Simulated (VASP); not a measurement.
A run of VASP 6.6.1 is set up as follows.

File INCAR:

```
ALGO = Normal
EDIFF = 1E-6
ENCUT = 520
GGA = CA
ISIF = 2
ISMEAR = -1
LASPH = T
LCHARG = F
LREAL = F
LWAVE = F
NBANDS = 18
NELM = 60
PREC = Accurate
SIGMA = 0.08
```

KPOINTS

```
k-points
0
Gamma
  12 12 12
```

The input POSCAR:

```
ScPt
1.0
    3.2299879125      0.0000000000      0.0000000000
    0.0000000000      3.2299879125      0.0000000000
    0.0000000000      0.0000000000      3.2299879125
Sc Pt
1 1
Direct
    0.5000000000      0.5000000000      0.5000000000
    0.0000000000      0.0000000000      0.0000000000
```

Potentials or basis: VASP PAW LDA potentials, release 64 (Sc_sv, Pt).

Command:

```bash
$ cat potpaw_LDA.64/Sc_sv/POTCAR potpaw_LDA.64/Pt/POTCAR > POTCAR
$ mpirun -np 1 vasp_std > vasp.out
```

Question: Estimate the band gap on the k mesh.

Answer: Zero (an odd number of electrons rules out a gap without spin polarisation).

Question: What does it give for the pressure?

Answer: 0.7 GPa.

Caveat: spin-orbit coupling is left out, which moves the levels of the heavy elements.
